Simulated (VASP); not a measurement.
# TaF3 in VASP: further runs, part 2 of 3

VASP 6.6.1.

## 3. Single point, LDA (strain -0.030 along x and y, +0.000 along z)

Input file INCAR:

```
SYSTEM = TaF3
  PREC = Accurate
  ENCUT = 600
  EDIFF = 1E-6
  ISMEAR = 0
  SIGMA = 0.15
  LREAL = .False.
  LASPH = .True.
  NELM = 120
  ALGO = Normal
  ISIF = 2
  LWAVE = .False.
  LCHARG = .True.
  LELF = .True.
  LVHAR = .True.
  NBANDS = 24
  GGA_COMPAT = .False.
```

Input file KPOINTS:

```
Automatic mesh
0
Gamma
  12 12 12
  0 0 0
```

Input file POSCAR:

```
TaF3
1.0
    3.7841640000      0.0000000000      0.0000000000
    0.0000000000      3.7841640000      0.0000000000
    0.0000000000      0.0000000000      3.9012000000
Ta F
1 3
Direct
    0.0000000000      0.0000000000      0.0000000000
    0.5000000000      0.0000000000      0.0000000000
    0.0000000000      0.5000000000      0.0000000000
    0.0000000000      0.0000000000      0.5000000000
```

Potentials or basis: VASP PAW LDA potentials, release 64 (Ta_pv, F).

Command:

```
$ cat potpaw_LDA.64/Ta_pv/POTCAR potpaw_LDA.64/F/POTCAR > POTCAR
$ mpirun -np 1 vasp_std > vasp.out
```

OUTCAR:

```text
SYSTEM = TaF3
   PREC = Accurate
   ENCUT = 600
   EDIFF = 1E-6
   ISMEAR = 0
   LREAL = .False.
   LASPH = .True.
   NELM = 120
   ISIF = 2

 ion  position               nearest neighbor table
   1  0.000  0.000  0.000-   2 1.89   3 1.89   3 1.89   2 1.89   4 1.95   4 1.95
   2  0.500  0.000  0.000-   1 1.89   1 1.89
   3  0.000  0.500  0.000-   1 1.89   1 1.89
   4  0.000  0.000  0.500-   1 1.95   1 1.95

  LATTYP: Found a simple tetragonal cell.
 ALAT       =     3.7841640000
 C/A-ratio  =     1.0309278351

  Lattice vectors:

 A1 = (   3.7841640000,   0.0000000000,   0.0000000000)
 A2 = (   0.0000000000,   3.7841640000,   0.0000000000)
 A3 = (   0.0000000000,   0.0000000000,   3.9012000000)

Analysis of symmetry for initial positions (statically):
=====================================================================
 Subroutine PRICEL returns:
 Original cell was already a primitive cell.

 Routine SETGRP: Setting up the symmetry group for a
 simple tetragonal supercell.

 Subroutine GETGRP returns: Found 16 space group operations
 (whereof 16 operations were pure point group operations)
 out of a pool of 16 trial point group operations.

The static configuration has the point symmetry D_4h.

Analysis of symmetry for dynamics (positions and initial velocities):
=====================================================================
 Subroutine PRICEL returns:
 Original cell was already a primitive cell.

 Routine SETGRP: Setting up the symmetry group for a
 simple tetragonal supercell.

 Subroutine GETGRP returns: Found 16 space group operations
 (whereof 16 operations were pure point group operations)
 out of a pool of 16 trial point group operations.

The dynamic configuration has the point symmetry D_4h.

 Subroutine INISYM returns: Found 16 space group operations
 (whereof 16 operations are pure point group operations),
 and found     1 'primitive' translations

----------------------------------------------------------------------------------------

                                     Primitive cell

  volume of cell :      55.8648

  direct lattice vectors                    reciprocal lattice vectors
     3.784164000  0.000000000  0.000000000     0.264259160  0.000000000  0.000000000
     0.000000000  3.784164000  0.000000000     0.000000000  0.264259160  0.000000000
     0.000000000  0.000000000  3.901200000     0.000000000  0.000000000  0.256331385

  length of vectors
     3.784164000  3.784164000  3.901200000     0.264259160  0.264259160  0.256331385

  position of ions in fractional coordinates (direct lattice)
     0.000000000  0.000000000  0.000000000
     0.500000000  0.000000000  0.000000000
     0.000000000  0.500000000  0.000000000
     0.000000000  0.000000000  0.500000000

  ion indices of the primitive-cell ions
   primitive index   ion index
                 1           1
                 2           2
                 3           3
                 4           4

----------------------------------------------------------------------------------------

 KPOINTS: Automatic mesh

Automatic generation of k-mesh.
 Grid dimensions read from file:
 generate k-points for:   12   12   12

 Generating k-lattice:

  Cartesian coordinates                     Fractional coordinates (reciprocal lattice)
     0.022021597  0.000000000  0.000000000     0.083333333  0.000000000  0.000000000
     0.000000000  0.022021597  0.000000000     0.000000000  0.083333333  0.000000000
     0.000000000  0.000000000  0.021360949     0.000000000  0.000000000  0.083333333

  Length of vectors
     0.022021597  0.022021597  0.021360949

  Shift w.r.t. Gamma in fractional coordinates (k-lattice)
     0.000000000  0.000000000  0.000000000

 Subroutine IBZKPT returns following result:
 ===========================================

 Found    196 irreducible k-points:

 Following reciprocal coordinates:
            Coordinates               Weight
  0.000000  0.000000  0.000000      1.000000
  0.083333  0.000000  0.000000      4.000000
  0.166667  0.000000  0.000000      4.000000
  0.250000  0.000000  0.000000      4.000000
  0.333333  0.000000  0.000000      4.000000
  0.416667  0.000000  0.000000      4.000000
[... 16 lines left out ...]
  0.333333  0.333333  0.000000      4.000000
  0.416667  0.333333  0.000000      8.000000
 [... further k-points ...]
   k-points           NKPTS =    196   k-points in BZ     NKDIM =    196   number of bands    NBANDS=     24
   number of dos      NEDOS =    301   number of ions     NIONS =      4
   total plane-waves  NPLWV =  28800
   dimension x,y,z NGX =    30 NGY =   30 NGZ =   32
   dimension x,y,z NGXF=    60 NGYF=   60 NGZF=   64
   ions per type =               1   3
   NGX,Y,Z   is equivalent  to a cutoff of  13.18, 13.18, 13.64 a.u.
   NGXF,Y,Z  is equivalent  to a cutoff of  26.36, 26.36, 27.27 a.u.
 SYSTEM =  TaF3
   PREC   = accura    normal or accurate (medium, high low for compatibility)
   ISTART =      0    job   : 0-new  1-cont  2-samecut
   ICHARG =      2    charge: 1-file 2-atom 10-const
   ISPIN  =      1    spin polarized calculation?
   LNONCOLLINEAR =      F non collinear calculations
   LSORBIT =      F    spin-orbit coupling
   LASPH  =      T    aspherical Exc in radial PAW
   ENCUT  =  600.0 eV  44.10 Ry    6.64 a.u.   7.56  7.56  7.79*2*pi/ulx,y,z
   NELM   =    120;   NELMIN=  2; NELMDL= -5     # of ELM steps
   EDIFF  = 0.1E-05   stopping-criterion for ELM
   LREAL  =      F    real-space projection
   EDIFFG = 0.1E-04   stopping-criterion for IOM
   NSW    =      0    number of steps for IOM
   IBRION =     -1    ionic relax: 0-MD 1-quasi-New 2-CG
   NFREE  =      0    steps in history (QN), initial steepest desc. (CG)
   ISIF   =      2    stress and relaxation
   ISYM   =      2    0-nonsym 1-usesym 2-fastsym
   POTIM  = 0.5000    time-step for ionic-motion
   TEBEG  =    0.0;   TEEND  =   0.0 temperature during run
   PSTRESS=    0.0 pullay stress
   NELECT =      32.0000    total number of electrons
   NUPDOWN=      -1.0000    fix difference up-down
   EMIN   =  10.00;   EMAX   =-10.00  energy-range for DOS
   EFERMI =   0.00;   METHOD = LEGACY
   ISMEAR =     0;   SIGMA  =   0.15  broadening in eV -4-tet -1-fermi 0-gaus
   EFERMI_NEDOS =   21; number of points for ismear=-14 and -15
   IALGO  =     38    algorithm
   IMIX   =      4    mixing-type and parameters
     AMIX     =   0.40;   BMIX     =  1.00
     AMIX_MAG =   1.60;   BMIX_MAG =  1.00
  volume/ion in A,a.u.               =      13.97        94.25
  Fermi-wavevector in a.u.,A,eV,Ry     =   1.359603  2.569277 25.150646  1.848520
  Thomas-Fermi vector in A             =   2.486337
   LORBIT       =      0    0 simple, 1 ext, 2 COOP (PROOUT), +10 PAW based schemes
   GGA     = CA    functional components
   LHFCALC =     F    Hartree Fock is set to
   AEXX    =    0.0000 exact exchange contribution
   IVDW    =     0    specifies the selected vdW correction
   LEPSILON=     F    determine dielectric tensor
   LRPA    =     F    only Hartree local field effects (RPA)
 non-spin polarized calculation
 Gauss-broadening in eV      SIGMA  =   0.15
  energy-cutoff  :      600.00
  volume of cell :       55.86
 maximum number of plane-waves:      1888
   NGX = 15   NGY = 15   NGZ = 15

 number of electron      32.0000019 magnetization

 Free energy of the ion-electron system (eV)
  ---------------------------------------------------
  ext. energy  EPLUGINS =         0.00000000
  ---------------------------------------------------
  free energy    TOTEN  =       -28.60838849 eV

  energy without entropy =      -28.58272634  energy(sigma->0) =      -28.59555742

 E-fermi :   5.1170     XC(G=0): -10.0142

 val. band max:        5.1168447072   @ k =   0.2500   0.1667   0.3333
 cond. band min:       5.1211416336   @ k =   0.2500   0.2500   0.1667
 fundamental gap:      0.0042969264
 Fermi energy:         5.1170036218

 k-point     1 :       0.0000    0.0000    0.0000
  band No.  band energies     occupation
      1     -31.8879      2.00000
      2     -31.8879      2.00000
      3     -31.7109      2.00000
      4     -24.1093      2.00000
      5     -23.8428      2.00000
      6     -23.2719      2.00000
[... 16 lines left out ...]
     23      13.4899      0.00000
     24      14.1984      0.00000
[... 598 lines left out ...]
      2     -32.3008      2.00000
      3     -31.6943      2.00000
      4     -23.2922      2.00000
      5     -22.6528      2.00000
      6     -22.3217      2.00000
[... 16 lines left out ...]
     23      12.9563      0.00000
     24      14.2128      0.00000

 [... further k-points ...]
[... 5 lines left out ...]
  --------------------------------------------------------------------------------------
  -------------------------------------------------------------------------------------
  Total       12.4132484     12.4132484      6.9309585      0.0000000     -0.0000000      0.0000000
  in kB      356.0064892    356.0064892    198.7768337      0.0000000     -0.0000000      0.0000000
  external PRESSURE =     303.5966040 kB  Pullay stress =       0.0000000 kB

 VOLUME and BASIS-vectors are now :
 -----------------------------------------------------------------------------
  energy-cutoff  :      600.00
  volume of cell :       55.86
      direct lattice vectors                 reciprocal lattice vectors
     3.784164000  0.000000000  0.000000000     0.264259160  0.000000000  0.000000000
     0.000000000  3.784164000  0.000000000     0.000000000  0.264259160  0.000000000
     0.000000000  0.000000000  3.901200000     0.000000000  0.000000000  0.256331385

 POSITION                                       TOTAL-FORCE (eV/Angst)
 -----------------------------------------------------------------------------------
      0.00000      0.00000      0.00000         0.000000      0.000000      0.000000
      1.89208      0.00000      0.00000         0.000000      0.000000      0.000000
      0.00000      1.89208      0.00000         0.000000      0.000000      0.000000
      0.00000      0.00000      1.95060         0.000000      0.000000      0.000000
 -----------------------------------------------------------------------------------
    total drift:                                0.000000      0.000000      0.000000

  FREE ENERGIE OF THE ION-ELECTRON SYSTEM (eV)
  ---------------------------------------------------
  free  energy   TOTEN  =       -28.6083884890 eV

  energy  without entropy=      -28.5827263447  energy(sigma->0) =      -28.59555742
```

OSZICAR:

```text
N       E                     dE             d eps       ncg     rms          rms(c)
DAV:   1     0.282435795072E+03    0.28244E+03   -0.19583E+04  9408   0.147E+03
DAV:   2    -0.161775158426E+02   -0.29861E+03   -0.28723E+03 11488   0.397E+02
DAV:   3    -0.304739561427E+02   -0.14296E+02   -0.14180E+02 11992   0.858E+01
DAV:   4    -0.305902096984E+02   -0.11625E+00   -0.11622E+00 10168   0.867E+00
DAV:   5    -0.305914281597E+02   -0.12185E-02   -0.12184E-02 12152   0.854E-01    0.357E+01
DAV:   6    -0.286750791965E+02    0.19163E+01   -0.65827E+00 10072   0.240E+01    0.186E+01
DAV:   7    -0.286225912688E+02    0.52488E-01   -0.20079E-01 10424   0.409E+00    0.937E+00
DAV:   8    -0.286083686025E+02    0.14223E-01   -0.14801E-02 12104   0.116E+00    0.940E-01
DAV:   9    -0.286081524538E+02    0.21615E-03   -0.13642E-03 10256   0.310E-01    0.864E-02
DAV:  10    -0.286083886357E+02   -0.23618E-03   -0.15702E-04 10024   0.937E-02    0.346E-02
DAV:  11    -0.286083865248E+02    0.21110E-05   -0.12535E-05 12232   0.299E-02    0.184E-02
DAV:  12    -0.286083881374E+02   -0.16127E-05   -0.38676E-06  9376   0.131E-02    0.168E-02
DAV:  13    -0.286083884890E+02   -0.35160E-06   -0.10012E-06  7864   0.708E-03
   1 F= -.28608388E+02 E0= -.28595557E+02  d E =-.256621E-01
```

stdout:

```text
POSCAR found type information on POSCAR TaF
 POSCAR found :  2 types and       4 ions
 scaLAPACK will be used
 LDA part: xc-table for (Slater(with rela. corr.)+CA(PZ))
 , standard interpolation
 POSCAR, INCAR and KPOINTS ok, starting setup
 FFT: planning ... GRIDC
 FFT: planning ... GRID_SOFT
 FFT: planning ... GRID
 WAVECAR not read
 entering main loop
```

Wall time 3.2 min (1 thread of AMD EPYC 9R45 (Zen 5), shared host); peak memory 0.32 GiB.

Results:

```
Free energy            : -28.6084 eV
Pressure               : 30.4 GPa
Band gap on the k mesh : zero (band 16 reaches 7.11 eV, above the bottom of band 17 at 3.73 eV)
```

Stress tensor (GPa, compression positive):
```
35.60  0.00  0.00
 0.00 35.60  0.00
 0.00  0.00 19.88
```

Caveat: the cell differs from its parent crystal (strain -0.030 along x and y, +0.000 along z); spin-orbit coupling is left out, which moves the levels of the heavy elements.

## 4. Single point, LDA (strain -0.030 along x and y, +0.030 along z)

Input file INCAR:

```
PREC     = Accurate       # precision mode
ENCUT    = 600            # plane-wave cutoff, eV
EDIFF    = 1E-6           # SCF threshold, eV
ISMEAR   = 0              # smearing method
SIGMA    = 0.15           # smearing width, eV
LREAL    = F              # projectors in reciprocal space
LASPH    = T              # aspherical terms in the spheres
NELM     = 120            # most SCF steps
ALGO     = Normal         # electronic algorithm
ISIF     = 2              # what is computed and relaxed
LWAVE    = F              # write WAVECAR
LCHARG   = F              # write CHGCAR
GGA      = CA             # functional
NBANDS   = 24             # bands
GGA_COMPAT= F
```

Input file KPOINTS:

```
regular mesh
0
Gamma
  12 12 12
```

POSCAR, as its differences from that of step 3:

```diff
@@ -4,3 +4,3 @@
     0.0000000000      3.7841640000      0.0000000000
-    0.0000000000      0.0000000000      3.9012000000
+    0.0000000000      0.0000000000      4.0182360000
 Ta F
```

Command:

```
$ cat potpaw_LDA.64/Ta_pv/POTCAR potpaw_LDA.64/F/POTCAR > POTCAR
$ mpirun -np 1 vasp_std > vasp.out
```

Run time: 3 min. Hardware: 1 thread of AMD EPYC 9R45 (Zen 5), shared host; peak memory 0.33 GiB.

Results (log left out):

* Free energy: -28.7473 eV
* Pressure: 24.4 GPa
* Band gap on the k mesh: zero (band 16 reaches 6.64 eV, above the bottom of band 17 at 3.48 eV)

Stress tensor (GPa, compression positive):
```
33.38  0.00  0.00
 0.00 33.38  0.00
 0.00  0.00  6.41
```

Levels at points of the mesh, in eV from the Fermi level:
```
           k point  band 12  band 13  band 14  band 15  band 16  band 17  band 18  band 19  band 20  band 21
(0.00, 0.00, 0.00)    -9.53    -9.08    -8.74    -8.74    -1.36    -1.30    -1.30    -0.75     2.43     3.29
(0.50, 0.00, 0.00)    -9.89    -9.16    -9.04    -8.73    -1.18     0.58     0.62     1.82     2.22     3.21
(0.50, 0.50, 0.00)    -9.37    -9.07    -9.07    -8.87     0.78     0.78     1.86     2.72     4.69     5.17
(0.00, 0.00, 0.50)    -9.52    -9.52    -9.35    -9.35    -1.30     0.12     0.12     1.97     2.35     3.39
(0.50, 0.00, 0.50)   -10.01    -9.82    -9.31    -8.38     0.24     0.67     1.49     4.05     4.66     4.70
(0.50, 0.50, 0.50)   -11.42    -8.87    -8.36    -8.36     1.87     1.87     2.21     3.29     6.89     7.53
```

Caveat: the cell differs from its parent crystal (strain -0.030 along x and y, +0.030 along z); spin-orbit coupling is left out, which moves the levels of the heavy elements.

(Continued in part 3 of 3.)
